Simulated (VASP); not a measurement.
Wanted: the native input for a VASP 6.6.1 run.

| Item | Value |
| --- | --- |
| Task | single point |
| Functional | PBEsol |
| Potentials or basis | VASP PAW PBE potentials, release 64 (Zn, K_sv, F) |
| Cutoff | 520 eV |
| k mesh | 7 × 7 × 7 |
| Occupations | fermi-dirac, width 0.05 eV |
| Spin | no spin polarisation |
| Dipole correction | no |
| Further INCAR settings | ALGO = Normal; EDIFF = 1e-06; NBANDS = 29 |

The structure of KZnF3 lies in POSCAR:

```
KZnF3
1.0
    3.9952635604      0.0000000000      0.0000000000
    0.0000000000      3.9952635604      0.0000000000
    0.0000000000      0.0000000000      3.9952635604
Zn K F
1 1 3
Direct
    0.5000000000      0.5000000000      0.5000000000
    0.0000000000      0.0000000000      0.0000000000
    0.5000000000      0.0000000000      0.5000000000
    0.0000000000      0.5000000000      0.5000000000
    0.5000000000      0.5000000000      0.0000000000
```

These files were run (other wordings do the same):

INCAR

```
SYSTEM = KZnF3
PREC     = Accurate       ! precision mode
ENCUT    = 520            ! plane-wave cutoff, eV
EDIFF    = 1E-6           ! SCF threshold, eV
ISMEAR   = -1             ! smearing method
SIGMA    = 0.05           ! smearing width, eV
LREAL    = .False.        ! projectors in reciprocal space
LASPH    = .True.         ! aspherical terms in the spheres
NELM     = 80             ! most SCF steps
ALGO     = Normal         ! electronic algorithm
ISIF     = 2              ! what is computed and relaxed
LWAVE    = .False.        ! write WAVECAR
LCHARG   = .True.         ! write CHGCAR
GGA      = PS             ! functional
LELF     = .True.         ! ELF
LVHAR    = .True.       
NBANDS   = 29             ! bands
```

KPOINTS

```
regular mesh
0
Gamma
  7 7 7
  0 0 0
```

Potentials or basis: VASP PAW PBE potentials, release 64 (Zn, K_sv, F).

Launch:

```bash
$ cat potpaw_PBE.64/Zn/POTCAR potpaw_PBE.64/K_sv/POTCAR potpaw_PBE.64/F/POTCAR > POTCAR
$ mpirun -np 1 vasp_std > vasp.out
```

Results of the run:

* Pressure: 4.3 GPa
* Band gap on the k mesh: 3.86 eV, indirect (least direct gap 5.84 eV)

Caveat: the PAW data sets were made with another functional, which shifts forces and pressure a little.

Wall time 16 s on 1 thread of Intel(R) Xeon(R) 6975P-C (Granite Rapids), on a shared host, peak memory 0.18 GiB.
